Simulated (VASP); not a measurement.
Set up this calculation in VASP 6.6.1, as the native input.

- Task: single point
- Functional: PBE
- Potentials or basis: VASP PAW PBE potentials, release 64 (Ta_pv, N)
- Cutoff: 520 eV
- k mesh: 10 × 10 × 10
- Occupations: fermi-dirac, width 0.05 eV
- Spin: no spin polarisation
- Dipole correction: no
- Further INCAR settings: ALGO = Normal; EDIFF = 1e-06; NBANDS = 15

The structure of TaN lies in POSCAR:

```
TaN
1.0
    0.0000000000      2.2259679500      2.2259679500
    2.2259679500      0.0000000000      2.2259679500
    2.2259679500      2.2259679500      0.0000000000
Ta N
1 1
Direct
    0.5000000000      0.5000000000      0.5000000000
    0.0000000000      0.0000000000      0.0000000000
```

One way to write it, as run:

INCAR

```
SYSTEM = TaN
PREC = Accurate ; ENCUT = 520
EDIFF = 1E-6 ; ISMEAR = -1
SIGMA = 0.05 ; LREAL = .False.
LASPH = .True. ; NELM = 100
ALGO = Normal ; ISIF = 2
LWAVE = .False. ; LCHARG = .True.
GGA = PE ; LELF = .True.
LVHAR = .True. ; NBANDS = 15
```

KPOINTS

```
Automatic mesh
0
Gamma
  10 10 10
  0 0 0
```

Potentials or basis: VASP PAW PBE potentials, release 64 (Ta_pv, N).

Launch:

```console
$ cat potpaw_PBE.64/Ta_pv/POTCAR potpaw_PBE.64/N/POTCAR > POTCAR
$ mpirun -np 1 vasp_std > vasp.out
```

It gave:

```
Pressure               : -6.8 GPa
Band gap on the k mesh : zero (band 8 reaches 10.92 eV, above the bottom of band 9 at 7.12 eV)
```

Caveat: spin-orbit coupling is left out, which moves the levels of the heavy elements.

Run time: 8 s on 1 thread of AMD EPYC 9R45 96-Core Processor (Zen 5), with other jobs on the host, peak memory 0.12 GiB.
